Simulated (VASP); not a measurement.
## SiW8C8Cl4: single point with PBE

System: SiW8C8Cl4, a slab with vacuum.

```
W C Si Cl
1.0
     5.78000    0.00000    0.00000
    -2.89000    5.00563    0.00000
     0.00000    0.00000   17.23180
W C Si Cl
8 8 1 4
Direct
  0.00000 0.00000 0.05803
  0.00601 0.00585 0.22505
  0.00000 0.50000 0.05803
  0.98991 0.50425 0.22616
  0.50000 0.00000 0.05803
  0.50297 0.99888 0.22684
  0.50000 0.50000 0.05803
  0.50578 0.51456 0.22819
  0.34341 0.18221 0.13750
  0.32912 0.17364 0.28713
  0.33999 0.68617 0.13255
  0.33059 0.66475 0.29447
  0.85035 0.17852 0.13773
  0.82261 0.16398 0.29556
  0.82132 0.65614 0.13124
  0.82772 0.67922 0.29256
  0.47584 0.48332 0.55172
  0.14025 0.46614 0.51685
  0.50114 0.15515 0.52603
  0.80218 0.78671 0.49665
  0.50958 0.55172 0.66927
```

| Item | Value |
| --- | --- |
| Program | VASP 6.6.1 |
| Task | single point |
| Functional | PBE |
| Potentials or basis | VASP PAW PBE potentials, release 64 (W_sv, C, Si, Cl) |
| Cutoff | 520 eV |
| k mesh | 2 × 2 × 1 |
| Occupations | fermi-dirac, width 0.1 eV |
| Spin | no spin polarisation |
| Dipole correction | no |
| Further INCAR settings | LREAL = Auto; ALGO = Normal; EDIFF = 1e-07; NBANDS = 104 |

```json
{
 "Largest force": "1.994 eV/Å",
 "Band gap on the k mesh": "zero (bands 88 and 89 overlap by 0.41 eV)"
}
```

Forces on the atoms (eV/Å):
```
W    0.138  0.529  0.311
W   -1.352  0.124  0.273
W    0.166  0.068 -0.007
W    1.675  0.002  1.083
W   -0.021  0.869  0.237
W   -0.659  0.717  0.065
W   -0.452 -0.027 -0.143
W   -0.501 -0.883 -1.192
C   -0.044 -0.913 -0.996
C    0.555 -0.089  1.242
C    0.058 -1.238  0.650
C   -0.802  0.030 -0.681
C   -0.764 -0.543 -0.675
C    0.513  0.548 -1.098
C    0.723  1.054  0.762
C    0.765 -0.252  0.137
Si   0.957  0.534  0.199
Cl  -0.284 -0.075 -0.285
Cl  -0.356 -0.240  0.115
Cl  -0.387 -0.153  0.121
Cl   0.072 -0.061 -0.118
```

Levels at points of the mesh, in eV from the Fermi level:
```
           k point  band 84  band 85  band 86  band 87  band 88  band 89  band 90  band 91  band 92  band 93
(0.00, 0.00, 0.00)    -1.16     0.09     0.14     0.20     0.28     0.35     1.01     1.38     1.54     1.57
(0.50, 0.00, 0.00)    -1.34    -1.20    -1.20    -0.63    -0.53     0.01     0.09     1.06     1.08     1.37
(0.00, 0.50, 0.00)    -1.34    -1.25    -1.19    -0.71    -0.52    -0.13     0.02     1.04     1.05     1.33
(0.50, 0.50, 0.00)    -1.30    -1.23    -1.17    -0.60    -0.54    -0.12    -0.03     1.05     1.09     1.35
```

Run time: 8.5 min on 1 thread of Intel(R) Xeon(R) Platinum 8488C (Sapphire Rapids), on a shared host, peak memory 0.69 GiB.

Caveat: the k points lie up to 0.63 Å⁻¹ apart; spin-orbit coupling is left out, which moves the levels of the heavy elements.
